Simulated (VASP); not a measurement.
Here is a VASP 6.6.1 calculation.

The input INCAR:

```
SYSTEM = Zr
  PREC = Accurate
  ENCUT = 520
  EDIFF = 1E-6
  ISMEAR = -1
  SIGMA = 0.05
  LREAL = .False.
  LASPH = .True.
  NELM = 80
  ALGO = Normal
  ISIF = 2
  LWAVE = .False.
  LCHARG = .True.
  GGA = PE
  LELF = .True.
  LVHAR = .True.
  NBANDS = 19
```

KPOINTS

```
Automatic mesh
0
Gamma
  9 9 5
  0 0 0
```

POSCAR

```
Zr
1.0
    3.2953886421      0.0000000000      0.0000000000
   -1.6476943210      2.8538902793      0.0000000000
    0.0000000000      0.0000000000      5.2479471970
Zr
2
Direct
    0.6666666667      0.3333333333      0.7500000000
    0.3333333333      0.6666666667      0.2500000000
```

Potentials or basis: VASP PAW PBE potentials, release 64 (Zr_sv).

Run with:

```sh
$ cat potpaw_PBE.64/Zr_sv/POTCAR > POTCAR
$ mpirun -np 1 vasp_std > vasp.out
```

Task: Estimate the band gap on the k mesh.

Result: Zero (band 12 reaches 9.21 eV, above the bottom of band 13 at 8.09 eV).

Task: Estimate the pressure.

Result: -4.6 GPa.

Stress tensor (GPa, compression positive):
```
-4.73  0.00  0.00
 0.00 -4.73  0.00
 0.00  0.00 -4.34
```
